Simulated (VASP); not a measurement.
Set up this calculation in VASP 6.6.1, as the native input.

```yaml
Task: single point
Functional: PBE
Potentials_or_basis: VASP PAW PBE potentials, release 64 (W_sv)
Cutoff: 520 eV
k_mesh: 16 × 16 × 16
Occupations: fermi-dirac, width 0.05 eV
Spin: no spin polarisation
Dipole_correction: no
Further_INCAR_settings: ALGO = Normal; EDIFF = 1e-06; NBANDS = 21
```

The structure of W lies in POSCAR:

```
W
1.0
   -2.0572021538      2.0572021538      1.0823851309
    2.0572021538     -2.0572021538      1.0823851309
    2.0572021538      2.0572021538     -1.0823851309
W
2
Direct
   -0.3750000000     -0.1250000000     -0.2500000000
    0.3750000000      0.1250000000      0.2500000000
```

This cell differs from its parent crystal: volume scaled by 0.52.

These files were run (other wordings do the same):

INCAR

```
SYSTEM = W
PREC = Accurate
ENCUT = 520
EDIFF = 1E-6
ISMEAR = -1
SIGMA = 0.05
LREAL = .FALSE.
LASPH = .TRUE.
NELM = 60
ALGO = Normal
ISIF = 2
LWAVE = .FALSE.
LCHARG = .TRUE.
GGA = PE
LELF = .TRUE.
LVHAR = .TRUE.
NBANDS = 21
```

KPOINTS

```
regular mesh
0
G
  16 16 16
  0 0 0
```

Potentials or basis: VASP PAW PBE potentials, release 64 (W_sv).

The run is started by

```sh
$ cat potpaw_PBE.64/W_sv/POTCAR > POTCAR
$ mpirun -np 1 vasp_std > vasp.out
```

It gave:

The pressure is 597.0 GPa and the band gap on the k mesh is zero (band 14 reaches 24.96 eV, above the bottom of band 15 at 18.79 eV).

Caveat: spin-orbit coupling is left out, which moves the levels of the heavy elements.

Wall time 59 s on 1 thread of Intel Xeon 6975P-C (shared host), peak memory 0.23 GiB.
